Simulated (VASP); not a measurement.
# Fe (Im-3m) in VASP: further runs, part 2 of 2

VASP 6.6.1.

## 4. Single point, PBE, collinear spin, ferromagnetic start

Input file INCAR:

```
SYSTEM = Fe
PREC     = Accurate       ! precision mode
ENCUT    = 520            ! plane-wave cutoff, eV
EDIFF    = 1E-6           ! SCF threshold, eV
ISMEAR   = 0              ! smearing method
SIGMA    = 0.1            ! smearing width, eV
LREAL    = .False.        ! projectors in reciprocal space
LASPH    = .True.         ! aspherical terms in the spheres
NELM     = 150            ! most SCF steps
ALGO     = Fast           ! electronic algorithm
ISIF     = 2              ! what is computed and relaxed
LWAVE    = .False.        ! write WAVECAR
LCHARG   = .True.         ! write CHGCAR
ISPIN    = 2              ! spin polarisation
MAGMOM   = 2.44           ! initial moments
LORBIT   = 11             ! projections on sites
LMAXMIX  = 4              ! l up to which the mixer works
GGA      = PE             ! functional
LELF     = .True.         ! ELF
LVHAR    = .True.       
NBANDS   = 14             ! bands
```

Input file KPOINTS:

```
regular mesh
0
Gamma
  20 20 20
  0 0 0
```

Input file POSCAR:

```
Fe
1.0
   -1.4157898213      1.4157898213      1.4157898213
    1.4157898213     -1.4157898213      1.4157898213
    1.4157898213      1.4157898213     -1.4157898213
Fe
1
Direct
    0.0000000000      0.0000000000      0.0000000000
```

Potentials or basis: VASP PAW PBE potentials, release 64 (Fe).

Launch:

```
> cat potpaw_PBE.64/Fe/POTCAR > POTCAR
> mpirun -np 1 vasp_std > vasp.out
```

OUTCAR:

```text
SYSTEM = Fe
   PREC = Accurate
   ENCUT = 520
   EDIFF = 1E-6
   ISMEAR = 0
   LREAL = .False.
   LASPH = .True.
   NELM = 150
   ISIF = 2
   ISPIN = 2
   LORBIT = 11
   GGA = PE

 ion  position               nearest neighbor table
   1  0.000  0.000  0.000-

  LATTYP: Found a body centered cubic cell.
 ALAT       =     2.8315796426

  Lattice vectors:

 A1 = (  -1.4157898213,   1.4157898213,   1.4157898213)
 A2 = (   1.4157898213,  -1.4157898213,   1.4157898213)
 A3 = (   1.4157898213,   1.4157898213,  -1.4157898213)

Analysis of symmetry for initial positions (statically):
=====================================================================
 Subroutine PRICEL returns:
 Original cell was already a primitive cell.

 Routine SETGRP: Setting up the symmetry group for a
 body centered cubic supercell.

 Subroutine GETGRP returns: Found 48 space group operations
 (whereof 48 operations were pure point group operations)
 out of a pool of 48 trial point group operations.

The static configuration has the point symmetry O_h .

Analysis of symmetry for dynamics (positions and initial velocities):
=====================================================================
 Subroutine PRICEL returns:
 Original cell was already a primitive cell.

 Routine SETGRP: Setting up the symmetry group for a
 body centered cubic supercell.

 Subroutine GETGRP returns: Found 48 space group operations
 (whereof 48 operations were pure point group operations)
 out of a pool of 48 trial point group operations.

The dynamic configuration has the point symmetry O_h .

Analysis of structural, dynamic, and magnetic symmetry:
=====================================================================
 Subroutine PRICEL returns:
 Original cell was already a primitive cell.

 Routine SETGRP: Setting up the symmetry group for a
 body centered cubic supercell.

 Subroutine GETGRP returns: Found 48 space group operations
 (whereof 48 operations were pure point group operations)
 out of a pool of 48 trial point group operations.

The overall configuration has the point symmetry O_h .

 Subroutine INISYM returns: Found 48 space group operations
 (whereof 48 operations are pure point group operations),
 and found     1 'primitive' translations

----------------------------------------------------------------------------------------

                                     Primitive cell

  volume of cell :      11.3516

  direct lattice vectors                    reciprocal lattice vectors
    -1.415789821  1.415789821  1.415789821     0.000000000  0.353159765  0.353159765
     1.415789821 -1.415789821  1.415789821     0.353159765  0.000000000  0.353159765
     1.415789821  1.415789821 -1.415789821     0.353159765  0.353159765  0.000000000

  length of vectors
     2.452219903  2.452219903  2.452219903     0.499443329  0.499443329  0.499443329

  position of ions in fractional coordinates (direct lattice)
     0.000000000  0.000000000  0.000000000

  ion indices of the primitive-cell ions
   primitive index   ion index
                 1           1

----------------------------------------------------------------------------------------

 KPOINTS: regular mesh

Automatic generation of k-mesh.
 Grid dimensions read from file:
 generate k-points for:   20   20   20

 Generating k-lattice:

[... 64 lines left out ...]
   NSW    =      0    number of steps for IOM
   IBRION =     -1    ionic relax: 0-MD 1-quasi-New 2-CG
   NFREE  =      0    steps in history (QN), initial steepest desc. (CG)
   ISIF   =      2    stress and relaxation
   ISYM   =      2    0-nonsym 1-usesym 2-fastsym
   POTIM  = 0.5000    time-step for ionic-motion
   TEBEG  =    0.0;   TEEND  =   0.0 temperature during run
   PSTRESS=    0.0 pullay stress
   NELECT =       8.0000    total number of electrons
   NUPDOWN=      -1.0000    fix difference up-down
   EMIN   =  10.00;   EMAX   =-10.00  energy-range for DOS
   EFERMI =   0.00;   METHOD = LEGACY
   ISMEAR =     0;   SIGMA  =   0.10  broadening in eV -4-tet -1-fermi 0-gaus
   EFERMI_NEDOS =   21; number of points for ismear=-14 and -15
   IALGO  =     68    algorithm
   IMIX   =      4    mixing-type and parameters
     AMIX     =   0.40;   BMIX     =  1.00
     AMIX_MAG =   1.60;   BMIX_MAG =  1.00
  volume/ion in A,a.u.               =      11.35        76.60
  Fermi-wavevector in a.u.,A,eV,Ry     =   1.456865  2.753076 28.877771  2.122456
  Thomas-Fermi vector in A             =   2.573734
   LORBIT       =     11    0 simple, 1 ext, 2 COOP (PROOUT), +10 PAW based schemes
   GGA     = PE    functional components
   LHFCALC =     F    Hartree Fock is set to
   AEXX    =    0.0000 exact exchange contribution
   IVDW    =     0    specifies the selected vdW correction
   LEPSILON=     F    determine dielectric tensor
   LRPA    =     F    only Hartree local field effects (RPA)
 spin polarized calculation
 RMM-DIIS sequential band-by-band and
 Gauss-broadening in eV      SIGMA  =   0.10
  energy-cutoff  :      520.00
  volume of cell :       11.35
 maximum number of plane-waves:       321
   NGX =  9   NGY =  9   NGZ =  9

 number of electron       8.0000009 magnetization       2.1960695

 Free energy of the ion-electron system (eV)
  ---------------------------------------------------
  ext. energy  EPLUGINS =         0.00000000
  ---------------------------------------------------
  free energy    TOTEN  =        -8.24517784 eV

  energy without entropy =       -8.23985520  energy(sigma->0) =       -8.24251652

 E-fermi :   5.8282     XC(G=0): -13.1216

 val. band max:        5.8266886922   @ k =  -0.4500  -0.4500   0.3000
 cond. band min:       5.8300966804   @ k =  -0.4000   0.5000   0.1500
 fundamental gap:      0.0034079882
 Fermi energy:         5.8282159676

 spin component 1

 k-point     1 :       0.0000    0.0000    0.0000
  band No.  band energies     occupation
      1      -2.6055      1.00000
      2       3.5222      1.00000
      3       3.5222      1.00000
      4       3.5222      1.00000
      5       4.7346      1.00000
      6       4.7346      1.00000
      7      30.8625      0.00000
      8      30.8625      0.00000
      9      30.8625      0.00000
     10      35.9516      0.00000
     11      35.9516      0.00000
     12      38.2553      0.00000
     13      38.2553      0.00000
     14      38.2571      0.00000
[... 379 lines left out ...]
      3       3.2628      1.00000
      4       4.5666      1.00000
      5       4.9337      1.00000
      6       5.5396      0.99998
      7      19.5269      0.00000
      8      24.0107      0.00000
      9      27.4925      0.00000
     10      30.9501      0.00000
     11      35.3611      0.00000
     12      36.8469      0.00000
     13      42.5423      0.00000
     14      44.6183      0.00000

 [... further k-points ...]

 spin component 2

 k-point     1 :       0.0000    0.0000    0.0000
  band No.  band energies     occupation
      1      -2.4381      1.00000
      2       5.4375      1.00000
      3       5.4376      1.00000
      4       5.4376      1.00000
      5       7.4929      0.00000
      6       7.4930      0.00000
      7      30.6101      0.00000
      8      30.6101      0.00000
      9      30.6101      0.00000
     10      36.1468      0.00000
     11      36.1468      0.00000
     12      38.9139      0.00000
     13      38.9162      0.00000
     14      38.9168      0.00000
[... 379 lines left out ...]
      3       4.8782      1.00000
      4       7.0862      0.00000
      5       7.5008      0.00000
      6       7.7501      0.00000
      7      20.2785      0.00000
      8      24.4109      0.00000
      9      28.0613      0.00000
     10      31.1727      0.00000
     11      35.8590      0.00000
     12      37.1806      0.00000
     13      42.7685      0.00000
     14      45.0716      0.00000

 [... further k-points ...]
[... 5 lines left out ...]
  --------------------------------------------------------------------------------------
  -------------------------------------------------------------------------------------
  Total        0.0031299      0.0031299      0.0031299      0.0000000     -0.0000000      0.0000000
  in kB        0.4417623      0.4417623      0.4417623      0.0000000     -0.0000000      0.0000000
  external PRESSURE =       0.4417623 kB  Pullay stress =       0.0000000 kB

 VOLUME and BASIS-vectors are now :
 -----------------------------------------------------------------------------
  energy-cutoff  :      520.00
  volume of cell :       11.35
      direct lattice vectors                 reciprocal lattice vectors
    -1.415789821  1.415789821  1.415789821     0.000000000  0.353159765  0.353159765
     1.415789821 -1.415789821  1.415789821     0.353159765  0.000000000  0.353159765
     1.415789821  1.415789821 -1.415789821     0.353159765  0.353159765  0.000000000

 POSITION                                       TOTAL-FORCE (eV/Angst)
 -----------------------------------------------------------------------------------
      0.00000      0.00000      0.00000         0.000000     -0.000000      0.000000
 -----------------------------------------------------------------------------------
    total drift:                                0.000000      0.000000      0.000000

  FREE ENERGIE OF THE ION-ELECTRON SYSTEM (eV)
  ---------------------------------------------------
  free  energy   TOTEN  =        -8.2451778402 eV

  energy  without entropy=       -8.2398551972  energy(sigma->0) =       -8.24251652

 total charge

# of ion       s       p       d       tot
------------------------------------------
    1        0.488   0.543   6.239   7.269

 magnetization (x)

# of ion       s       p       d       tot
------------------------------------------
    1       -0.013  -0.056   2.262   2.193
```

Wall time 69 s (1 thread of Intel Xeon Platinum 8375C at 2.90GHz (Ice Lake), shared host); peak memory 0.17 GiB.

What came out:

```
Free energy                                           : -8.2452 eV
Pressure                                              : 0.0 GPa
Net moment                                            : 2.20 μB per cell
Site moments                                          : Fe +2.19 μB
Valence electrons inside the program's atomic spheres : Fe 7.27
```

## 5. Relaxation of cell and atoms, PBE, collinear spin, ferromagnetic start

This run uses another cell than the first one, of 12.02 Å³/atom, 1.059 times its volume.

Input file INCAR:

```
SYSTEM = Fe
PREC     = Accurate       ! precision mode
ENCUT    = 600            ! plane-wave cutoff, eV
EDIFF    = 1E-7           ! SCF threshold, eV
ISMEAR   = 0              ! smearing method
SIGMA    = 0.1            ! smearing width, eV
LREAL    = .False.        ! projectors in reciprocal space
LASPH    = .True.         ! aspherical terms in the spheres
NELM     = 150            ! most SCF steps
ALGO     = Fast           ! electronic algorithm
ISIF     = 3              ! what is computed and relaxed
LWAVE    = .False.        ! write WAVECAR
LCHARG   = .False.        ! write CHGCAR
ISPIN    = 2              ! spin polarisation
MAGMOM   = 2.66           ! initial moments
LORBIT   = 11             ! projections on sites
LMAXMIX  = 4              ! l up to which the mixer works
GGA      = PE             ! functional
IBRION   = 2              ! ionic algorithm
NSW      = 100            ! ionic steps
EDIFFG   = -0.005         ! ionic threshold
```

KPOINTS is that of step 4.

Input file POSCAR:

```
Fe
1.0
   -1.4430000000      1.4430000000      1.4430000000
    1.4430000000     -1.4430000000      1.4430000000
    1.4430000000      1.4430000000     -1.4430000000
Fe
1
Direct
    0.0000000000      0.0000000000      0.0000000000
```

Launch:

```
> cat potpaw_PBE.64/Fe/POTCAR > POTCAR
> mpirun -np 1 vasp_std > vasp.out
```

Run time: 2.7 min. Hardware: 1 thread of Intel Xeon Platinum 8375C at 2.90GHz (Ice Lake), shared host; peak memory 0.19 GiB.

The run converged. Its results:

* Free energy: -8.2450 eV
* Relaxed volume: 11.35 Å³/atom
* Relaxed cell: a = 2.452 Å, b = 2.452 Å, c = 2.452 Å, α = 109.47°, β = 109.47°, γ = 109.47°
* Space group after relaxing (to 0.05 Å): Im-3m (No. 229)
* Energy gained by relaxing: 20.6 meV/atom
* Ionic steps: 3
* Pressure after relaxing: 0.0 GPa
* Net moment: 2.19 μB per cell
* Site moments: Fe +2.19 μB
* Valence electrons inside the program's atomic spheres: Fe 7.27

The path:
```csv
step,energy change (eV),largest force (eV/Å),pressure (GPa),volume (Å³)
1,0.0000,0.0000,-9.44,12.02
2,-0.0062,0.0000,9.53,10.83
3,-0.0206,0.0000,0.03,11.35
```

Final structure:
```
CELL_PARAMETERS angstrom
-1.41566 1.41566 1.41566
1.41566 -1.41566 1.41566
1.41566 1.41566 -1.41566
ATOMIC_POSITIONS crystal
Fe 0.00000 0.00000 0.00000
```

Levels at points of the mesh, in eV from the Fermi level:
Spin up:
```
           k point  band 1  band 2  band 3  band 4  band 5  band 6  band 7  band 8  band 9
(0.00, 0.00, 0.00)   -8.44   -2.31   -2.31   -2.31   -1.09   -1.09   25.04   25.04   25.04
(0.50, 0.00, 0.00)   -4.93   -3.39   -1.03   -0.90    0.39    0.52    7.37   18.38   20.24
(0.50, 0.50, 0.50)   -4.85   -4.85    0.12    0.12    0.12    9.95    9.95    9.95   15.66
```
Spin down:
```
           k point  band 1  band 2  band 3  band 4  band 5  band 6  band 7
(0.00, 0.00, 0.00)   -8.27   -0.39   -0.39   -0.39    1.66    1.66   24.79
(0.50, 0.00, 0.00)   -3.64   -1.68    0.63    1.52    1.92    2.61    8.74
(0.50, 0.50, 0.50)   -3.03   -3.03    2.30    2.30    2.30   10.22   10.22
```

## 6. The runs side by side

| task | cell | k mesh | cutoff (eV) | gap on the mesh (eV) | pressure (GPa) | moment (μB) |
| --- | --- | --- | --- | --- | --- | --- |
| single point | a = 2.452 Å, angles 70.5, 70.5, 109.5°, 1 atom | 15 × 15 × 17 | 520 | none | -0.2 | 2.18 |
| single point | a = 2.452 Å, angles 109.5°, 1 atom | 20 × 20 × 20 | 520 | none | 0.0 | 2.20 |
| relaxation of cell and atoms | relaxed from a = 2.499 Å, angles 109.5°, 1 atom | 20 × 20 × 20 | 600 | none | 0.0 | 2.19 |

Alike in all rows: level PBE; potentials or basis VASP PAW PBE potentials, release 64 (Fe); spin collinear, ferromagnetic start; smearing gaussian 0.1 eV.

Absolute energies hang on the potentials; compare differences alone.
